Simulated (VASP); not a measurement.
MgSc2C2, 5 atoms in the cell. Symmetry: I4/mmm, No. 139, tetragonal system. The conventional cell has a = 3.643 Å, b = 3.643 Å, c = 12.070 Å, α = 90.00°, β = 90.00°, γ = 90.00°. Mg (site symmetry 4/mmm) has 8 C at 3.10 Å and 8 Sc at 3.52 Å and 4 Mg at 3.64 Å within 4.1 Å. Within 3.0 Å of Sc (site symmetry -4m2) lie 4 C at 2.24 Å and 4 Sc at 2.58 Å. Within 3.0 Å of C (site symmetry 4mm) lie 4 Sc at 2.24 Å. 

| Item | Value |
| --- | --- |
| Program | VASP 6.6.1 |
| Task | single point |
| Functional | PBE |
| Potentials or basis | VASP PAW PBE potentials, release 64 (Mg, Sc_sv, C) |
| Cutoff | 520 eV |
| k mesh | 6 × 6 × 6 |
| Occupations | gaussian, width 0.1 eV |
| Spin | no spin polarisation |
| Dipole correction | no |
| Further INCAR settings | ALGO = Normal; EDIFF = 1e-06; NBANDS = 24 |

Potentials or basis: VASP PAW PBE potentials, release 64 (Mg, Sc_sv, C).

Launch:

```bash
$ cat potpaw_PBE.64/Mg/POTCAR potpaw_PBE.64/Sc_sv/POTCAR potpaw_PBE.64/C/POTCAR > POTCAR
$ mpirun -np 1 vasp_std > vasp.out
```

Hardware: 1 thread of Intel(R) Xeon(R) 6975P-C (Granite Rapids) (shared host).

How long does it take, and how much memory?

It took 100 s on 1 thread of Intel(R) Xeon(R) 6975P-C (Granite Rapids), with other jobs on the host, peak memory 0.37 GiB. Counts: scf iterations 14, k points 30.
